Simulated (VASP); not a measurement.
# Y2TaN3 (P6/mmm) in VASP: notebook

The runs below take Y2TaN3 through single point, relaxation of cell and atoms, with PBE.

All numbers are computed with VASP 6.6.1; they aren't measurements. Logs are shortened: lines on timing, memory, paths and dates and some standing lists are left out, and cuts for length are marked.

## Step 1: The cell of the first run

The structure is hexagonal, space group P6/mmm (No. 191). The conventional cell has a = 4.145 Å, b = 4.145 Å, c = 9.175 Å, α = 90.00°, β = 90.00°, γ = 120.00°. Within 3.9 Å of Y (site symmetry 6mm) lie 1 Ta at 2.98 Å and 1 Y at 3.21 Å and 6 N at 3.63 Å. Within 2.7 Å of Ta (site symmetry 6/mmm) lie 6 N at 2.07 Å. Within 2.7 Å of N (site symmetry mmm) lie 2 Ta at 2.07 Å and 4 N at 2.07 Å.

The cell was built from a structure type or drawn by symmetry, and may not be a known phase.

## Step 2: Single point, PBE

File INCAR:

```
SYSTEM = Y2TaN3
PREC = Accurate ; ENCUT = 520
EDIFF = 1E-7 ; ISMEAR = 0
SIGMA = 0.1 ; LREAL = .False.
LASPH = .True. ; NELM = 60
ALGO = Normal ; ISIF = 2
LWAVE = .False. ; LCHARG = .False.
GGA = PE ; NBANDS = 33
```

File KPOINTS:

```
regular mesh
0
Gamma
  6 6 4
  0 0 0
```

File POSCAR:

```
Y2TaN3
1.0
    4.1448299054      0.0000000000      0.0000000000
   -2.0724149527      3.5895279925      0.0000000000
    0.0000000000      0.0000000000      9.1750995589
Y Ta N
2 1 3
Direct
    0.0000000000      0.0000000000      0.8251484558
    0.0000000000      0.0000000000      0.1748515442
    0.0000000000      0.0000000000      0.5000000000
    0.5000000000      0.0000000000      0.5000000000
    0.0000000000      0.5000000000      0.5000000000
    0.5000000000      0.5000000000      0.5000000000
```

Potentials or basis: VASP PAW PBE potentials, release 64 (Y_sv, Ta_pv, N).

Started as:

```sh
$ cat potpaw_PBE.64/Y_sv/POTCAR potpaw_PBE.64/Ta_pv/POTCAR potpaw_PBE.64/N/POTCAR > POTCAR
$ mpirun -np 1 vasp_std > vasp.out
```

OUTCAR:

```text
SYSTEM = Y2TaN3
   PREC = Accurate
   ENCUT = 520
   EDIFF = 1E-7
   ISMEAR = 0
   LREAL = .False.
   LASPH = .True.
   NELM = 60
   ISIF = 2
   GGA = PE

 ion  position               nearest neighbor table
   1  0.000  0.000  0.825-   3 2.98   2 3.21
   2  0.000  0.000  0.175-   3 2.98   1 3.21
   3  0.000  0.000  0.500-   4 2.07   4 2.07   6 2.07   5 2.07   5 2.07   6 2.07   1 2.98   2 2.98

   4  0.500  0.000  0.500-   3 2.07   3 2.07
   5  0.000  0.500  0.500-   3 2.07   3 2.07
   6  0.500  0.500  0.500-   3 2.07   3 2.07

  LATTYP: Found a hexagonal cell.
 ALAT       =     4.1448299054
 C/A-ratio  =     2.2136251109

  Lattice vectors:

 A1 = (   4.1448299054,   0.0000000000,   0.0000000000)
 A2 = (  -2.0724149527,   3.5895279925,   0.0000000000)
 A3 = (   0.0000000000,   0.0000000000,   9.1750995589)

Analysis of symmetry for initial positions (statically):
=====================================================================
 Subroutine PRICEL returns:
 Original cell was already a primitive cell.

 Routine SETGRP: Setting up the symmetry group for a
 hexagonal supercell.

 Subroutine GETGRP returns: Found 24 space group operations
 (whereof 24 operations were pure point group operations)
 out of a pool of 24 trial point group operations.

The static configuration has the point symmetry D_6h.

Analysis of symmetry for dynamics (positions and initial velocities):
=====================================================================
 Subroutine PRICEL returns:
 Original cell was already a primitive cell.

 Routine SETGRP: Setting up the symmetry group for a
 hexagonal supercell.

 Subroutine GETGRP returns: Found 24 space group operations
 (whereof 24 operations were pure point group operations)
 out of a pool of 24 trial point group operations.

The dynamic configuration has the point symmetry D_6h.

 Subroutine INISYM returns: Found 24 space group operations
 (whereof 24 operations are pure point group operations),
 and found     1 'primitive' translations

----------------------------------------------------------------------------------------

                                     Primitive cell

  volume of cell :     136.5070

  direct lattice vectors                    reciprocal lattice vectors
     4.144829905  0.000000000  0.000000000     0.241264424  0.139294080  0.000000000
    -2.072414953  3.589527992  0.000000000     0.000000000  0.278588160  0.000000000
     0.000000000  0.000000000  9.175099559     0.000000000  0.000000000  0.108990643

  length of vectors
     4.144829905  4.144829905  9.175099559     0.278588160  0.278588160  0.108990643

  position of ions in fractional coordinates (direct lattice)
     0.000000000  0.000000000  0.825148456
     0.000000000  0.000000000  0.174851544
     0.000000000  0.000000000  0.500000000
     0.500000000  0.000000000  0.500000000
     0.000000000  0.500000000  0.500000000
     0.500000000  0.500000000  0.500000000

  ion indices of the primitive-cell ions
   primitive index   ion index
                 1           1
                 2           2
                 3           3
                 4           4
                 5           5
                 6           6

----------------------------------------------------------------------------------------

 KPOINTS: regular mesh

Automatic generation of k-mesh.
 Grid dimensions read from file:
 generate k-points for:    6    6    4

 Generating k-lattice:

  Cartesian coordinates                     Fractional coordinates (reciprocal lattice)
     0.040210737  0.023215680  0.000000000     0.166666667 -0.000000000  0.000000000
     0.000000000  0.046431360  0.000000000     0.000000000  0.166666667  0.000000000
     0.000000000  0.000000000  0.027247661     0.000000000  0.000000000  0.250000000

  Length of vectors
     0.046431360  0.046431360  0.027247661

  Shift w.r.t. Gamma in fractional coordinates (k-lattice)
     0.000000000  0.000000000  0.000000000

 Subroutine IBZKPT returns following result:
 ===========================================

 Found     21 irreducible k-points:

 Following reciprocal coordinates:
            Coordinates               Weight
  0.000000  0.000000  0.000000      1.000000
  0.166667 -0.000000  0.000000      6.000000
  0.333333  0.000000  0.000000      6.000000
  0.500000  0.000000  0.000000      3.000000
  0.166667  0.166667  0.000000      6.000000
  0.333333  0.166667  0.000000     12.000000
[... 13 lines left out ...]
  0.333333  0.166667  0.500000     12.000000
  0.333333  0.333333  0.500000      2.000000
   k-points           NKPTS =     21   k-points in BZ     NKDIM =     21   number of bands    NBANDS=     33
   number of dos      NEDOS =    301   number of ions     NIONS =      6
   total plane-waves  NPLWV =  71680
   dimension x,y,z NGX =    32 NGY =   32 NGZ =   70
   dimension x,y,z NGXF=    64 NGYF=   64 NGZF=  140
   ions per type =               2   1   3
   NGX,Y,Z   is equivalent  to a cutoff of  12.83, 12.83, 12.68 a.u.
   NGXF,Y,Z  is equivalent  to a cutoff of  25.67, 25.67, 25.37 a.u.
 SYSTEM =  Y2TaN3
   PREC   = accura    normal or accurate (medium, high low for compatibility)
   ISTART =      0    job   : 0-new  1-cont  2-samecut
   ICHARG =      2    charge: 1-file 2-atom 10-const
   ISPIN  =      1    spin polarized calculation?
   LNONCOLLINEAR =      F non collinear calculations
   LSORBIT =      F    spin-orbit coupling
   LASPH  =      T    aspherical Exc in radial PAW
   ENCUT  =  520.0 eV  38.22 Ry    6.18 a.u.   7.71  7.71 17.06*2*pi/ulx,y,z
   NELM   =     60;   NELMIN=  2; NELMDL= -5     # of ELM steps
   EDIFF  = 0.1E-06   stopping-criterion for ELM
   LREAL  =      F    real-space projection
   EDIFFG = 0.1E-05   stopping-criterion for IOM
   NSW    =      0    number of steps for IOM
   IBRION =     -1    ionic relax: 0-MD 1-quasi-New 2-CG
   NFREE  =      0    steps in history (QN), initial steepest desc. (CG)
   ISIF   =      2    stress and relaxation
   ISYM   =      2    0-nonsym 1-usesym 2-fastsym
   POTIM  = 0.5000    time-step for ionic-motion
   TEBEG  =    0.0;   TEEND  =   0.0 temperature during run
   PSTRESS=    0.0 pullay stress
   NELECT =      48.0000    total number of electrons
   NUPDOWN=      -1.0000    fix difference up-down
   EMIN   =  10.00;   EMAX   =-10.00  energy-range for DOS
   EFERMI =   0.00;   METHOD = LEGACY
   ISMEAR =     0;   SIGMA  =   0.10  broadening in eV -4-tet -1-fermi 0-gaus
   EFERMI_NEDOS =   21; number of points for ismear=-14 and -15
   IALGO  =     38    algorithm
   IMIX   =      4    mixing-type and parameters
     AMIX     =   0.40;   BMIX     =  1.00
     AMIX_MAG =   1.60;   BMIX_MAG =  1.00
  volume/ion in A,a.u.               =      22.75       153.53
  Fermi-wavevector in a.u.,A,eV,Ry     =   1.155501  2.183580 18.166259  1.335182
  Thomas-Fermi vector in A             =   2.292129
   LORBIT       =      0    0 simple, 1 ext, 2 COOP (PROOUT), +10 PAW based schemes
   GGA     = PE    functional components
   LHFCALC =     F    Hartree Fock is set to
   AEXX    =    0.0000 exact exchange contribution
   IVDW    =     0    specifies the selected vdW correction
   LEPSILON=     F    determine dielectric tensor
   LRPA    =     F    only Hartree local field effects (RPA)
 non-spin polarized calculation
 Gauss-broadening in eV      SIGMA  =   0.10
  energy-cutoff  :      520.00
  volume of cell :      136.51
 maximum number of plane-waves:      3725
 NGX is ok and might be reduce to    32
   NGX = 15   NGY = 15   NGZ = 35

 number of electron      47.9999991 magnetization

 Free energy of the ion-electron system (eV)
  ---------------------------------------------------
  ext. energy  EPLUGINS =         0.00000000
  ---------------------------------------------------
  free energy    TOTEN  =       -43.21258979 eV

  energy without entropy =      -43.19601863  energy(sigma->0) =      -43.20430421

 E-fermi :   2.6243     XC(G=0):  -9.1884

 val. band max:        2.6149678899   @ k =   0.3333   0.0000   0.5000
 cond. band min:       2.6271239122   @ k =   0.1667   0.1667   0.0000
 fundamental gap:      0.0121560223
 Fermi energy:         2.6243185794

 k-point     1 :       0.0000    0.0000    0.0000
  band No.  band energies     occupation
      1     -41.1997      2.00000
      2     -41.1619      2.00000
      3     -31.7483      2.00000
      4     -31.7483      2.00000
      5     -31.6477      2.00000
      6     -21.3046      2.00000
[... 25 lines left out ...]
     32       4.3817      0.00000
     33       4.3817      0.00000

 k-point     2 :       0.1667   -0.0000    0.0000
  band No.  band energies     occupation
      1     -41.1983      2.00000
      2     -41.1605      2.00000
      3     -31.7659      2.00000
      4     -31.7524      2.00000
      5     -31.6464      2.00000
      6     -21.3012      2.00000
[... 25 lines left out ...]
     32       4.3732      0.00000
     33       4.6828      0.00000

 k-point     3 :       0.3333    0.0000    0.0000
  band No.  band energies     occupation
      1     -41.1955      2.00000
      2     -41.1579      2.00000
      3     -31.8008      2.00000
      4     -31.7605      2.00000
      5     -31.6439      2.00000
      6     -21.2943      2.00000
[... 25 lines left out ...]
     32       4.9222      0.00000
     33       5.3146      0.00000

 k-point     4 :       0.5000    0.0000    0.0000
  band No.  band energies     occupation
      1     -41.1941      2.00000
      2     -41.1565      2.00000
      3     -31.8180      2.00000
      4     -31.7646      2.00000
      5     -31.6426      2.00000
      6     -21.2909      2.00000
[... 565 lines left out ...]
     32       5.3499      0.00000
     33       5.4360      0.00000

 k-point    20 :       0.3333    0.1667    0.5000
  band No.  band energies     occupation
      1     -41.1947      2.00000
      2     -41.1559      2.00000
      3     -31.8090      2.00000
      4     -31.7737      2.00000
      5     -31.6428      2.00000
      6     -21.2700      2.00000
[... 25 lines left out ...]
     32       5.2298      0.00000
     33       5.9379      0.00000

 k-point    21 :       0.3333    0.3333    0.5000
  band No.  band energies     occupation
      1     -41.1940      2.00000
      2     -41.1552      2.00000
      3     -31.7968      2.00000
      4     -31.7968      2.00000
      5     -31.6421      2.00000
      6     -21.2684      2.00000
[... 25 lines left out ...]
     32       4.9496      0.00000
     33       5.3155      0.00000

------------------------ aborting loop because EDIFF is reached ----------------------------------------

  FORCE on cell =-STRESS in cart. coord.  units (eV):
  Direction    XX          YY          ZZ          XY          YZ          ZX
  --------------------------------------------------------------------------------------
  -------------------------------------------------------------------------------------
  Total        0.2162456      0.2162456      0.0279449      0.0000000      0.0000000      0.0000000
  in kB        2.5380661      2.5380661      0.3279879      0.0000000      0.0000000      0.0000000
  external PRESSURE =       1.8013734 kB  Pullay stress =       0.0000000 kB

 VOLUME and BASIS-vectors are now :
 -----------------------------------------------------------------------------
  energy-cutoff  :      520.00
  volume of cell :      136.51
      direct lattice vectors                 reciprocal lattice vectors
     4.144829905  0.000000000  0.000000000     0.241264424  0.139294080  0.000000000
    -2.072414953  3.589527992  0.000000000     0.000000000  0.278588160  0.000000000
     0.000000000  0.000000000  9.175099559     0.000000000  0.000000000  0.108990643

 POSITION                                       TOTAL-FORCE (eV/Angst)
 -----------------------------------------------------------------------------------
      0.00000      0.00000      7.57082         0.000000      0.000000     -0.018952
      0.00000      0.00000      1.60428        -0.000000      0.000000      0.018952
      0.00000      0.00000      4.58755         0.000000     -0.000000      0.000000
      2.07241      0.00000      4.58755         0.000000     -0.000000      0.000000
     -1.03621      1.79476      4.58755         0.000000     -0.000000      0.000000
      1.03621      1.79476      4.58755         0.000000     -0.000000      0.000000
 -----------------------------------------------------------------------------------
    total drift:                                0.000000      0.000000     -0.000000

  FREE ENERGIE OF THE ION-ELECTRON SYSTEM (eV)
  ---------------------------------------------------
  free  energy   TOTEN  =       -43.2125897919 eV

  energy  without entropy=      -43.1960186284  energy(sigma->0) =      -43.20430421
```

It took 3.5 min on 1 thread of AMD EPYC 7R43 (Zen 3), shared host; peak memory 0.27 GiB.

What came out:

| Property | Result |
| --- | --- |
| Free energy | -43.2126 eV |
| Pressure | 0.2 GPa |
| Largest force | 0.019 eV/Å |
| Band gap on the k mesh | zero (bands 24 and 25 overlap by 0.99 eV) |

Forces in eV/Å, atoms in the order of the input:
```
Y    0.000  0.000 -0.019
Y    0.000  0.000  0.019
Ta   0.000  0.000  0.000
N    0.000  0.000  0.000
N    0.000  0.000  0.000
N    0.000  0.000  0.000
```

Stress tensor (GPa, compression positive):
```
0.25 0.00 0.00
0.00 0.25 0.00
0.00 0.00 0.03
```

Caveat: spin-orbit coupling is left out, which moves the levels of the heavy elements.

## Step 3: Relaxation of cell and atoms, PBE

This run uses another cell than the first one, of 17.48 Å³/atom.

File INCAR:

```
PREC = Accurate ; ENCUT = 600
EDIFF = 1E-6 ; ISMEAR = 0
SIGMA = 0.1 ; LREAL = False
LASPH = True ; NELM = 60
ALGO = Normal ; ISIF = 3
LWAVE = False ; LCHARG = False
GGA = PE ; IBRION = 2
NSW = 90 ; EDIFFG = -0.04
```

File KPOINTS:

```
Automatic mesh
0
Gamma
  6 6 4
```

File POSCAR:

```
Y2TaN3
1.0
    4.3991339600      0.0000000000      0.0000000000
   -2.1995669800      3.8097617600      0.0000000000
    0.0000000000      0.0000000000      6.2575660600
Y Ta N
2 1 3
Direct
    0.0000000000      0.0000000000      0.8130506500
    0.0000000000      0.0000000000      0.1869493500
    0.0000000000      0.0000000000      0.5000000000
    0.5000000000      0.0000000000      0.5000000000
    0.0000000000      0.5000000000      0.5000000000
    0.5000000000      0.5000000000      0.5000000000
```

Potentials or basis: VASP PAW PBE potentials, release 64 (Y_sv, Ta_pv, N).

Started as:

```sh
$ cat potpaw_PBE.64/Y_sv/POTCAR potpaw_PBE.64/Ta_pv/POTCAR potpaw_PBE.64/N/POTCAR > POTCAR
$ mpirun -np 1 vasp_std > vasp.out
```

It took 41 min on 1 thread of AMD EPYC 7R43 (Zen 3), shared host; peak memory 0.27 GiB.

The run converged. Its results:

* Free energy: -42.9103 eV
* Relaxed volume: 21.88 Å³/atom
* Relaxed cell: a = 4.152 Å, b = 4.152 Å, c = 8.794 Å, α = 90.00°, β = 90.00°, γ = 120.00°
* Space group after relaxing (to 0.1 Å): P6/mmm (No. 191)
* Pressure after relaxing: 0.0 GPa
* Largest force after relaxing: 0.017 eV/Å
* Band gap on the k mesh: zero (bands 24 and 25 overlap by 0.94 eV)

Forces in eV/Å, atoms in the order of the input:
```
Y    0.000  0.000 -0.017
Y    0.000  0.000  0.017
Ta   0.000  0.000  0.000
N    0.000  0.000  0.000
N    0.000  0.000  0.000
N    0.000  0.000  0.000
```

Final structure:
```yaml
crystal:
  lattice:
    - [4.15211, 0.00000, 0.00000]
    - [-2.07606, 3.59583, 0.00000]
    - [0.00000, 0.00000, 8.79395]
  atoms:
    - { symbol: Y, position: [0.00000, 0.00000, 0.82801] }
    - { symbol: Y, position: [0.00000, 0.00000, 0.17199] }
    - { symbol: Ta, position: [0.00000, 0.00000, 0.50000] }
    - { symbol: N, position: [0.50000, 0.00000, 0.50000] }
    - { symbol: N, position: [0.00000, 0.50000, 0.50000] }
    - { symbol: N, position: [0.50000, 0.50000, 0.50000] }
```

Levels at points of the mesh, in eV from the Fermi level:
```csv
k point,band 22,band 23,band 24,band 25,band 26,band 27
"(0.00, 0.00, 0.00)",-0.72,-0.72,0.21,0.21,1.00,1.18
"(0.50, 0.00, 0.00)",-1.55,-0.81,-0.70,-0.69,0.49,0.97
"(0.00, 0.00, 0.50)",-0.72,-0.72,-0.06,-0.06,-0.04,1.35
"(0.50, 0.00, 0.50)",-1.23,-0.76,-0.70,-0.64,0.00,0.20
```

Caveat: the volume moved by over 15 % at a fixed basis, so the end points are rough; spin-orbit coupling is left out, which moves the levels of the heavy elements.
